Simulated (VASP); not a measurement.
# WC (P3m1) in VASP: further runs

Runs on WC. Level: PBE. Tasks: single point.

Everything below comes from runs of VASP 6.6.1. Logs are shortened: lines on timing, memory, paths and dates and some standing lists are left out, and cuts for length are marked.

### Step 1. The cell of the first run

The structure is trigonal, space group P3m1 (No. 156). The conventional cell has a = 2.922 Å, b = 2.922 Å, c = 2.847 Å, α = 90.00°, β = 90.00°, γ = 120.00°. W (site symmetry 3m) has 6 C at 2.03 to 2.41 Å within 2.7 Å. Within 2.7 Å of C (site symmetry 3m) lie 6 W at 2.03 to 2.41 Å.

### Step 2. Single point, PBE (atom 1 (W) moved by (+0.000, -0.300) A along x and z)

Contents of INCAR:

```
SYSTEM = WC
PREC = Accurate ; ENCUT = 520
EDIFF = 1E-6 ; ISMEAR = 0
SIGMA = 0.15 ; LREAL = .False.
LASPH = .True. ; NELM = 60
ALGO = Normal ; ISIF = 2
LWAVE = .False. ; LCHARG = .False.
GGA = PE ; NBANDS = 16
```

Contents of KPOINTS:

```
Automatic mesh
0
Gamma
  24 24 22
  0 0 0
```

Contents of POSCAR:

```
WC
1.0
    2.9217716515      0.0000000000      0.0000000000
   -1.4608858258      2.5303284743      0.0000000000
    0.0000000000      0.0000000000      2.8470758817
W C
1 1
Direct
    0.0000000000      0.0000000000     -0.1053712695
    0.6666666667      0.3333333333      0.5000000000
```

Potentials or basis: VASP PAW PBE potentials, release 64 (W_sv, C).

Launch:

```sh
cat potpaw_PBE.64/W_sv/POTCAR potpaw_PBE.64/C/POTCAR > POTCAR
mpirun -np 1 vasp_std > vasp.out
```

OUTCAR:

```text
SYSTEM = WC
   PREC = Accurate
   ENCUT = 520
   EDIFF = 1E-6
   ISMEAR = 0
   LREAL = .False.
   LASPH = .True.
   NELM = 60
   ISIF = 2
   GGA = PE

 ion  position               nearest neighbor table
   1  0.000  0.000  0.895-   2 2.03   2 2.03   2 2.03   2 2.41   2 2.41   2 2.41
   2  0.667  0.333  0.500-   1 2.03   1 2.03   1 2.03   1 2.41   1 2.41   1 2.41

  LATTYP: Found a hexagonal cell.
 ALAT       =     2.9217716515
 C/A-ratio  =     0.9744347681

  Lattice vectors:

 A1 = (   2.9217716515,   0.0000000000,   0.0000000000)
 A2 = (  -1.4608858258,   2.5303284743,   0.0000000000)
 A3 = (   0.0000000000,   0.0000000000,   2.8470758817)

Analysis of symmetry for initial positions (statically):
=====================================================================
 Subroutine PRICEL returns:
 Original cell was already a primitive cell.

 Routine SETGRP: Setting up the symmetry group for a
 hexagonal supercell.

 Subroutine GETGRP returns: Found  6 space group operations
 (whereof  6 operations were pure point group operations)
 out of a pool of 24 trial point group operations.

The static configuration has the point symmetry C_3v.

Analysis of symmetry for dynamics (positions and initial velocities):
=====================================================================
 Subroutine PRICEL returns:
 Original cell was already a primitive cell.

 Routine SETGRP: Setting up the symmetry group for a
 hexagonal supercell.

 Subroutine GETGRP returns: Found  6 space group operations
 (whereof  6 operations were pure point group operations)
 out of a pool of 24 trial point group operations.

The dynamic configuration has the point symmetry C_3v.

 Subroutine INISYM returns: Found  6 space group operations
 (whereof  6 operations are pure point group operations),
 and found     1 'primitive' translations

----------------------------------------------------------------------------------------

                                     Primitive cell

  volume of cell :      21.0486

  direct lattice vectors                    reciprocal lattice vectors
     2.921771651  0.000000000  0.000000000     0.342258095  0.197602803  0.000000000
    -1.460885826  2.530328474  0.000000000     0.000000000  0.395205607  0.000000000
     0.000000000  0.000000000  2.847075882     0.000000000  0.000000000  0.351237565

  length of vectors
     2.921771651  2.921771652  2.847075882     0.395205607  0.395205607  0.351237565

  position of ions in fractional coordinates (direct lattice)
     0.000000000  0.000000000  0.894628731
     0.666666667  0.333333333  0.500000000

  ion indices of the primitive-cell ions
   primitive index   ion index
                 1           1
                 2           2

----------------------------------------------------------------------------------------

 KPOINTS: Automatic mesh

Automatic generation of k-mesh.
 Grid dimensions read from file:
 generate k-points for:   24   24   22

 Generating k-lattice:

  Cartesian coordinates                     Fractional coordinates (reciprocal lattice)
     0.014260754  0.008233450  0.000000000     0.041666667 -0.000000000  0.000000000
     0.000000000  0.016466900  0.000000000     0.000000000  0.041666667  0.000000000
     0.000000000  0.000000000  0.015965344     0.000000000  0.000000000  0.045454545

  Length of vectors
     0.016466900  0.016466900  0.015965344

  Shift w.r.t. Gamma in fractional coordinates (k-lattice)
     0.000000000  0.000000000  0.000000000

 Subroutine IBZKPT returns following result:
 ===========================================

 Found   1212 irreducible k-points:

 Following reciprocal coordinates:
            Coordinates               Weight
  0.000000  0.000000  0.000000      1.000000
  0.041667 -0.000000  0.000000      6.000000
  0.083333  0.000000  0.000000      6.000000
  0.125000  0.000000  0.000000      6.000000
  0.166667  0.000000  0.000000      6.000000
  0.208333  0.000000  0.000000      6.000000
[... 16 lines left out ...]
  0.416667  0.041667  0.000000     12.000000
  0.458333  0.041667  0.000000     12.000000
 [... further k-points ...]
   k-points           NKPTS =   1212   k-points in BZ     NKDIM =   1212   number of bands    NBANDS=     16
   number of dos      NEDOS =    301   number of ions     NIONS =      2
   total plane-waves  NPLWV =  13824
   dimension x,y,z NGX =    24 NGY =   24 NGZ =   24
   dimension x,y,z NGXF=    48 NGYF=   48 NGZF=   48
   ions per type =               1   1
   NGX,Y,Z   is equivalent  to a cutoff of  13.66, 13.66, 14.01 a.u.
   NGXF,Y,Z  is equivalent  to a cutoff of  27.31, 27.31, 28.03 a.u.
 SYSTEM =  WC
   PREC   = accura    normal or accurate (medium, high low for compatibility)
   ISTART =      0    job   : 0-new  1-cont  2-samecut
   ICHARG =      2    charge: 1-file 2-atom 10-const
   ISPIN  =      1    spin polarized calculation?
   LNONCOLLINEAR =      F non collinear calculations
   LSORBIT =      F    spin-orbit coupling
   LASPH  =      T    aspherical Exc in radial PAW
   ENCUT  =  520.0 eV  38.22 Ry    6.18 a.u.   5.43  5.43  5.29*2*pi/ulx,y,z
   NELM   =     60;   NELMIN=  2; NELMDL= -5     # of ELM steps
   EDIFF  = 0.1E-05   stopping-criterion for ELM
   LREAL  =      F    real-space projection
   EDIFFG = 0.1E-04   stopping-criterion for IOM
   NSW    =      0    number of steps for IOM
   IBRION =     -1    ionic relax: 0-MD 1-quasi-New 2-CG
   NFREE  =      0    steps in history (QN), initial steepest desc. (CG)
   ISIF   =      2    stress and relaxation
   ISYM   =      2    0-nonsym 1-usesym 2-fastsym
   POTIM  = 0.5000    time-step for ionic-motion
   TEBEG  =    0.0;   TEEND  =   0.0 temperature during run
   PSTRESS=    0.0 pullay stress
   NELECT =      18.0000    total number of electrons
   NUPDOWN=      -1.0000    fix difference up-down
   EMIN   =  10.00;   EMAX   =-10.00  energy-range for DOS
   EFERMI =   0.00;   METHOD = LEGACY
   ISMEAR =     0;   SIGMA  =   0.15  broadening in eV -4-tet -1-fermi 0-gaus
   EFERMI_NEDOS =   21; number of points for ismear=-14 and -15
   IALGO  =     38    algorithm
   IMIX   =      4    mixing-type and parameters
     AMIX     =   0.40;   BMIX     =  1.00
     AMIX_MAG =   1.60;   BMIX_MAG =  1.00
  volume/ion in A,a.u.               =      10.52        71.02
  Fermi-wavevector in a.u.,A,eV,Ry     =   1.553907  2.936458 32.852980  2.414626
  Thomas-Fermi vector in A             =   2.658070
   LORBIT       =      0    0 simple, 1 ext, 2 COOP (PROOUT), +10 PAW based schemes
   GGA     = PE    functional components
   LHFCALC =     F    Hartree Fock is set to
   AEXX    =    0.0000 exact exchange contribution
   IVDW    =     0    specifies the selected vdW correction
   LEPSILON=     F    determine dielectric tensor
   LRPA    =     F    only Hartree local field effects (RPA)
 non-spin polarized calculation
 Gauss-broadening in eV      SIGMA  =   0.15
  energy-cutoff  :      520.00
  volume of cell :       21.05
 maximum number of plane-waves:       587
 NGX is ok and might be reduce to    24
   NGX = 11   NGY = 11   NGZ = 11

 number of electron      18.0000000 magnetization

 Free energy of the ion-electron system (eV)
  ---------------------------------------------------
  ext. energy  EPLUGINS =         0.00000000
  ---------------------------------------------------
  free energy    TOTEN  =       -21.79604963 eV

  energy without entropy =      -21.79251256  energy(sigma->0) =      -21.79428109

 E-fermi :  11.1022     XC(G=0): -13.6665

 val. band max:       11.0974199282   @ k =  -0.0417   0.5000   0.4545
 cond. band min:      11.1049253458   @ k =   0.1667   0.0000   0.4545
 fundamental gap:      0.0075054176
 Fermi energy:        11.1022190322

 k-point     1 :       0.0000    0.0000    0.0000
  band No.  band energies     occupation
      1     -63.0082      2.00000
      2     -27.0150      2.00000
      3     -26.9612      2.00000
      4     -26.9612      2.00000
      5      -3.4413      2.00000
      6       5.7983      2.00000
[... 8 lines left out ...]
     15      23.2319      0.00000
     16      27.6635      0.00000

 k-point     2 :       0.0417   -0.0000    0.0000
  band No.  band energies     occupation
      1     -63.0072      2.00000
      2     -27.0140      2.00000
      3     -26.9750      2.00000
      4     -26.9645      2.00000
      5      -3.3954      2.00000
      6       5.8089      2.00000
[... 8 lines left out ...]
     15      23.2727      0.00000
     16      27.6948      0.00000

 k-point     3 :       0.0833    0.0000    0.0000
  band No.  band energies     occupation
      1     -63.0044      2.00000
      2     -27.0248      2.00000
      3     -27.0015      2.00000
      4     -26.9741      2.00000
      5      -3.2599      2.00000
      6       5.8158      2.00000
[... 8 lines left out ...]
     15      23.3903      0.00000
     16      27.7695      0.00000

 k-point     4 :       0.1250    0.0000    0.0000
  band No.  band energies     occupation
      1     -63.0000      2.00000
      2     -27.0879      2.00000
      3     -26.9971      2.00000
      4     -26.9893      2.00000
      5      -3.0414      2.00000
      6       5.7399      2.00000
[... 8 lines left out ...]
     15      23.5760      0.00000
     16      27.8540      0.00000

 k-point     5 :       0.1667    0.0000    0.0000
  band No.  band energies     occupation
      1     -62.9942      2.00000
      2     -27.1736      2.00000
      3     -27.0092      2.00000
      4     -26.9869      2.00000
      5      -2.7510      2.00000
      6       5.5199      2.00000
[... 8 lines left out ...]
     15      23.8241      0.00000
     16      27.9336      0.00000

 k-point     6 :       0.2083    0.0000    0.0000
  band No.  band energies     occupation
      1     -62.9874      2.00000
      2     -27.2725      2.00000
      3     -27.0321      2.00000
      4     -26.9746      2.00000
      5      -2.4033      2.00000
      6       5.2081      2.00000
[... 8 lines left out ...]
     15      24.1268      0.00000
     16      28.0348      0.00000

 k-point     7 :       0.2500    0.0000    0.0000
  band No.  band energies     occupation
      1     -62.9802      2.00000
      2     -27.3772      2.00000
      3     -27.0567      2.00000
      4     -26.9612      2.00000
      5      -2.0170      2.00000
      6       4.8794      2.00000
[... 8 lines left out ...]
     15      24.4719      0.00000
     16      28.1196      0.00000

 k-point     8 :       0.2917   -0.0000    0.0000
  band No.  band energies     occupation
      1     -62.9729      2.00000
      2     -27.4804      2.00000
      3     -27.0811      2.00000
      4     -26.9477      2.00000
      5      -1.6142      2.00000
      6       4.5790      2.00000
[... 8 lines left out ...]
     15      24.8579      0.00000
     16      27.8609      0.00000

 k-point     9 :       0.3333    0.0000    0.0000
  band No.  band energies     occupation
      1     -62.9661      2.00000
      2     -27.5752      2.00000
      3     -27.1037      2.00000
      4     -26.9351      2.00000
      5      -1.2214      2.00000
      6       4.3328      2.00000
[... 8 lines left out ...]
     15      25.2783      0.00000
     16      27.1031      0.00000
[... 172 lines left out ...]
 k-point    19 :       0.2500    0.0417    0.0000
  band No.  band energies     occupation
      1     -62.9760      2.00000
      2     -27.4314      2.00000
      3     -27.0751      2.00000
      4     -26.9535      2.00000
      5      -1.7890      2.00000
      6       4.7158      2.00000
[... 8 lines left out ...]
     15      24.7148      0.00000
     16      28.1116      0.00000

 k-point    20 :       0.2917    0.0417    0.0000
  band No.  band energies     occupation
      1     -62.9690      2.00000
      2     -27.5293      2.00000
      3     -27.0997      2.00000
      4     -26.9405      2.00000
      5      -1.3888      2.00000
      6       4.4463      2.00000
[... 8 lines left out ...]
     15      25.1216      0.00000
     16      27.5649      0.00000

 k-point    21 :       0.3333    0.0417    0.0000
  band No.  band energies     occupation
      1     -62.9627      2.00000
      2     -27.6160      2.00000
      3     -27.1216      2.00000
      4     -26.9288      2.00000
      5      -1.0128      2.00000
      6       4.2383      2.00000
[... 8 lines left out ...]
     15      25.5129      0.00000
     16      26.7461      0.00000

 k-point    22 :       0.3750    0.0417    0.0000
  band No.  band energies     occupation
      1     -62.9576      2.00000
      2     -27.6860      2.00000
      3     -27.1394      2.00000
      4     -26.9192      2.00000
      5      -0.6921      2.00000
      6       4.0992      2.00000
[... 8 lines left out ...]
     15      25.3939      0.00000
     16      26.4623      0.00000

 k-point    23 :       0.4167    0.0417    0.0000
  band No.  band energies     occupation
      1     -62.9539      2.00000
      2     -27.7350      2.00000
      3     -27.1520      2.00000
      4     -26.9124      2.00000
      5      -0.4574      2.00000
      6       4.0236      2.00000
[... 8 lines left out ...]
     15      24.7701      0.00000
     16      26.7885      0.00000

 k-point    24 :       0.4583    0.0417    0.0000
  band No.  band energies     occupation
      1     -62.9520      2.00000
      2     -27.7603      2.00000
      3     -27.1585      2.00000
      4     -26.9088      2.00000
      5      -0.3333      2.00000
      6       3.9944      2.00000
[... 8 lines left out ...]
     15      24.3455      0.00000
     16      27.0357      0.00000

 [... further k-points ...]

------------------------ aborting loop because EDIFF is reached ----------------------------------------

  FORCE on cell =-STRESS in cart. coord.  units (eV):
  Direction    XX          YY          ZZ          XY          YZ          ZX
  --------------------------------------------------------------------------------------
  -------------------------------------------------------------------------------------
  Total        2.5942734      2.5942734      2.8164918     -0.0000000      0.0000000      0.0000000
  in kB      197.4713555    197.4713555    214.3862177     -0.0000000      0.0000000      0.0000000
  external PRESSURE =     203.1096429 kB  Pullay stress =       0.0000000 kB

 VOLUME and BASIS-vectors are now :
 -----------------------------------------------------------------------------
  energy-cutoff  :      520.00
  volume of cell :       21.05
      direct lattice vectors                 reciprocal lattice vectors
     2.921771651  0.000000000  0.000000000     0.342258095  0.197602803  0.000000000
    -1.460885826  2.530328474  0.000000000     0.000000000  0.395205607  0.000000000
     0.000000000  0.000000000  2.847075882     0.000000000  0.000000000  0.351237565

 POSITION                                       TOTAL-FORCE (eV/Angst)
 -----------------------------------------------------------------------------------
      0.00000      0.00000      2.54708        -0.000000      0.000000      4.642397
      1.46089      0.84344      1.42354         0.000000     -0.000000     -4.642397
 -----------------------------------------------------------------------------------
    total drift:                                0.000000      0.000000     -0.000630

  FREE ENERGIE OF THE ION-ELECTRON SYSTEM (eV)
  ---------------------------------------------------
  free  energy   TOTEN  =       -21.7960496261 eV

  energy  without entropy=      -21.7925125637  energy(sigma->0) =      -21.79428109
```

Wall time 96 s (1 thread of Intel Xeon 6975P-C (Granite Rapids), shared host); peak memory 0.49 GiB.

What came out:

```yaml
Free_energy: -21.7960 eV
Pressure: 20.3 GPa
Largest_force: 4.642 eV/Å
Band_gap_on_the_k_mesh: zero (band 9 reaches 12.43 eV, above the bottom of band 10 at 10.68 eV)
```

Forces on the atoms (eV/Å):
```
W    0.000  0.000  4.642
C    0.000  0.000 -4.642
```

Levels at points of the mesh, in eV from the Fermi level:
```
           k point  band 6  band 7  band 8  band 9  band 10  band 11  band 12  band 13
(0.00, 0.00, 0.00)   -5.30   -4.06   -4.06    1.33     2.60     2.60     5.97     6.46
(0.50, 0.00, 0.00)   -7.13   -4.20   -2.72   -1.59     2.95     4.20     4.36     4.67
(0.00, 0.00, 0.50)   -8.42   -3.19   -3.19   -0.42    -0.42     4.09     5.00     5.00
(0.50, 0.00, 0.50)   -7.03   -4.58   -4.01    0.13     3.92     5.01     5.96     8.60
```

Caveat: the cell differs from its parent crystal (atom 1 (W) moved by (+0.000, -0.300) A along x and z); spin-orbit coupling is left out, which moves the levels of the heavy elements; forces of over 1 eV/Å act on the atoms, so gaps and moduli don't describe the material at rest.

### Step 3. Single point, PBE (atom 1 (W) moved by (+0.000, -0.150) A along x and z)

Contents of INCAR:

```
  PREC = Accurate
  ENCUT = 520
  EDIFF = 1E-6
  ISMEAR = 0
  SIGMA = 0.15
  LREAL = False
  LASPH = True
  NELM = 60
  ALGO = Normal
  ISIF = 2
  LWAVE = False
  LCHARG = True
  GGA = PE
  LELF = True
  LVHAR = True
  NBANDS = 16
```

Contents of KPOINTS:

```
Automatic mesh
0
Gamma
  24 24 22
```

POSCAR, as its differences from that of step 2:

```diff
@@ -8,3 +8,3 @@
 Direct
-    0.0000000000      0.0000000000     -0.1053712695
+    0.0000000000      0.0000000000     -0.0526856347
     0.6666666667      0.3333333333      0.5000000000
```

Potentials or basis: VASP PAW PBE potentials, release 64 (W_sv, C).

Launch:

```sh
cat potpaw_PBE.64/W_sv/POTCAR potpaw_PBE.64/C/POTCAR > POTCAR
mpirun -np 1 vasp_std > vasp.out
```

Wall time 1.7 min (1 thread of Intel Xeon 6975P-C (Granite Rapids), shared host); peak memory 0.48 GiB.

Results (log left out):

- Free energy: -22.2970 eV
- Pressure: 5.9 GPa
- Largest force: 2.095 eV/Å
- Band gap on the k mesh: zero (band 9 reaches 11.79 eV, above the bottom of band 10 at 10.45 eV)

Forces in eV/Å, atoms in the order of the input:
```
W    0.000  0.000  2.095
C    0.000  0.000 -2.095
```

Stress tensor (GPa, compression positive):
```
5.17 0.00 0.00
0.00 5.17 0.00
0.00 0.00 7.44
```

Levels at points of the mesh, in eV from the Fermi level:
```
           k point  band 6  band 7  band 8  band 9  band 10  band 11  band 12  band 13
(0.00, 0.00, 0.00)   -4.51   -3.45   -3.45    0.49     3.03     3.03     5.85     5.85
(0.50, 0.00, 0.00)   -6.98   -3.81   -3.12   -0.78     2.58     4.44     4.66     6.07
(0.00, 0.00, 0.50)   -8.48   -2.31   -2.31   -0.45    -0.45     3.79     4.65     4.65
(0.50, 0.00, 0.50)   -6.51   -4.30   -4.07    0.26     4.26     5.19     6.39     8.96
```

Caveat: the cell differs from its parent crystal (atom 1 (W) moved by (+0.000, -0.150) A along x and z); spin-orbit coupling is left out, which moves the levels of the heavy elements; forces of over 1 eV/Å act on the atoms, so gaps and moduli don't describe the material at rest.
